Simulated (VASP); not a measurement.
Set up this calculation in VASP 6.6.1, as the native input.

- Task: single point
- Functional: PBEsol
- Potentials or basis: VASP PAW PBE potentials, release 64 (Cu)
- Cutoff: 520 eV
- k mesh: 24 × 24 × 24
- Occupations: gaussian, width 0.15 eV
- Spin: no spin polarisation
- Dipole correction: no
- Further INCAR settings: ALGO = Normal; EDIFF = 1e-07; NBANDS = 12

The structure of Cu lies in POSCAR:

```
Cu
1.0
    0.0000000000      1.7328113155      1.7328113155
    1.7328113155      0.0000000000      1.7328113155
    1.7328113155      1.7328113155      0.0000000000
Cu
1
Direct
    0.0000000000      0.0000000000      0.0000000000
```

These files were run (other wordings do the same):

INCAR

```
SYSTEM = Cu
ALGO = Normal ; EDIFF = 1E-7
ENCUT = 520 ; GGA = PS
ISIF = 2 ; ISMEAR = 0
LASPH = .True. ; LCHARG = .False.
LREAL = .False. ; LWAVE = .False.
NBANDS = 12 ; NELM = 100
PREC = Accurate ; SIGMA = 0.15
```

KPOINTS

```
k-points
0
Gamma
  24 24 24
  0 0 0
```

Potentials or basis: VASP PAW PBE potentials, release 64 (Cu).

Run with:

```sh
$ cat potpaw_PBE.64/Cu/POTCAR > POTCAR
$ mpirun -np 1 vasp_std > vasp.out
```

It gave:

- Pressure: 18.1 GPa
- Band gap on the k mesh: zero (an odd number of electrons rules out a gap without spin polarisation)

Caveat: the cell stands under pressure; the PAW data sets were made with another functional, which shifts forces and pressure a little.

It took 24 s on 1 thread of AMD EPYC 9R45 96-Core Processor (Zen 5), on a shared host, peak memory 0.13 GiB.
